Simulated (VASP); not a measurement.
A run of VASP 6.6.1 is set up as follows.

The input INCAR:

```
ALGO     = Normal         # electronic algorithm
EDIFF    = 1E-6           # SCF threshold, eV
ENCUT    = 520            # plane-wave cutoff, eV
ISIF     = 2              # what is computed and relaxed
ISMEAR   = -1             # smearing method
LASPH    = T              # aspherical terms in the spheres
LCHARG   = T              # write CHGCAR
LELF     = T              # ELF
LREAL    = F              # projectors in reciprocal space
LVHAR    = T            
LWAVE    = F              # write WAVECAR
NBANDS   = 66             # bands
NELM     = 80             # most SCF steps
PREC     = Accurate       # precision mode
SIGMA    = 0.05           # smearing width, eV
```

KPOINTS

```
k-points
0
Gamma
  2 2 1
```

POSCAR

```
AgCl
1.0
    5.3146610000      0.0000000000      0.0000000000
   -2.2773570000      6.1553540000      0.0000000000
    0.0000000000      0.0000000000     16.3285760000
Ag Cl
6 6
Direct
    0.8588728462      0.9354782844      0.1049448525
    0.6743729919      0.3077970820      0.0789903541
    0.3165379714      0.2822096016      0.2172081632
    0.2483055086      0.8904443189      0.2749964234
    0.8522781406      0.3517100722      0.3975178240
    0.5851013938      0.6730238423      0.3416770697
    0.1969042292      0.3691907890      0.0612423276
    0.3363273091      0.8740683314      0.1226928790
    0.8100542699      0.5820623802      0.1921294300
    0.8607057655      0.0615886592      0.2937243272
    0.1515910972      0.7396975056      0.4163437155
    0.3856071450      0.3447730220      0.4020803774
```

Potentials or basis: VASP PAW LDA potentials, release 64 (Ag, Cl).

Run with:

```bash
$ cat potpaw_LDA.64/Ag/POTCAR potpaw_LDA.64/Cl/POTCAR > POTCAR
$ mpirun -np 1 vasp_std > vasp.out
```

(1) Predict the band gap on the k mesh.

(2) Predict the largest force.

## Answers

(1) 0.67 eV, indirect (least direct gap 1.12 eV).

(2) 1.413 eV/Å.

Caveat: the k points lie up to 0.63 Å⁻¹ apart.
